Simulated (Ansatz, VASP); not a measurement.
**ZnS in VASP and in Ansatz**

POSCAR

```
ZnS
1.0
    3.6414140671      0.0000000000      0.0000000000
   -1.8207070336      3.2955973328      0.0000000000
    0.0000000000      0.0000000000      6.2440175211
Zn S
2 2
Direct
    0.3335638246      0.6671276493      0.0076833854
    0.6664361754      0.3328723507      0.5076833854
    0.3392719535      0.6785439071      0.3773166146
    0.6607280465      0.3214560929      0.8773166146
```

File INCAR.step1:

```
SYSTEM = ZnS
  ALGO = Normal
  EDIFF = 1E-4
  ENCUT = 520
  GGA = PE
  ISMEAR = 0
  LASPH = .TRUE.
  LCHARG = .FALSE.
  LREAL = .FALSE.
  LWAVE = .TRUE.
  NBANDS = 26
  NELM = 80
  PREC = Accurate
  SIGMA = 0.01
```

File INCAR.step2:

```
SYSTEM = ZnS
  ALGO = Normal
  EDIFF = 1E-7
  ENCUT = 520
  ISIF = 2
  ISMEAR = 0
  ISTART = 1
  LASPH = .TRUE.
  LCHARG = .FALSE.
  LMIXTAU = .TRUE.
  LREAL = .FALSE.
  LWAVE = .FALSE.
  METAGGA = R2SCAN
  NBANDS = 26
  NELM = 80
  PREC = Accurate
  SIGMA = 0.01
```

Contents of KPOINTS:

```
k-points
0
G
  12 12 4
  0 0 0
```

Input for Ansatz:

```yaml
crystal:
  lattice:
    - [3.6414140671, 0.0, 0.0]
    - [-1.8207070336, 3.2955973328, 0.0]
    - [0.0, 0.0, 6.2440175211]
  atoms:
    - { symbol: Zn, position: [0.3335638246, 0.6671276493, 0.0076833854] }
    - { symbol: Zn, position: [0.6664361754, 0.3328723507, 0.5076833854] }
    - { symbol: S, position: [0.3392719535, 0.6785439071, 0.3773166146] }
    - { symbol: S, position: [0.6607280465, 0.3214560929, 0.8773166146] }
kpoints:
  mp_grid: { grid: [12, 12, 4] }
  band_path:
    path:
      - [0.0, 0.0, 0.0]
      - [0.5, 0.0, 0.0]
      - [0.3333333333, 0.3333333333, 0.0]
      - [0.0, 0.0, 0.5]
      - [0.5, 0.0, 0.5]
      - [0.3333333333, 0.3333333333, 0.5]
    npoints: 1
hamiltonian:
  xc: r2scan
scf:
  occupations: { method: fixed }
  n_extra_bands: 5
output:
  forces: true
  stress: true
  eigenvalues: true
  write_density: true
  write_potential: true
  elf: true
  volumetric_format: npy
```

Change from the starting cell: uniaxial_x strain -4.3%.

Alike in both runs: task single point; functional r2SCAN; k mesh 12 × 12 × 4; no spin polarisation.

```csv
,VASP,Ansatz
version,VASP 6.6.1,Ansatz 0.2.0
potentials or method,"VASP PAW PBE potentials, release 64 (Zn, S)","plane waves, PAW"
plane-wave cutoff (eV),520,500
occupations,"gaussian, width 0.01 eV",fixed
valence electrons in the cell,36,36
```

|  | VASP | Ansatz | Ansatz less VASP |
| --- | --- | --- | --- |
| gap on the k mesh at the Fermi level (eV) | 2.79 | 2.77 | -0.013 |
| pressure (GPa) | 3.8 | 3.7 | -0.05 |
| traceless stress, the component that is largest in VASP (GPa) | 2.29 | 2.34 | +0.048 |
| rms of the force components (eV/Å) | 0.011 | 0.000 | -0.0105 |

VASP's potentials were made for PBE, not for r2SCAN. Atom by atom the forces differ by 0.011 eV/Å (rms over components).
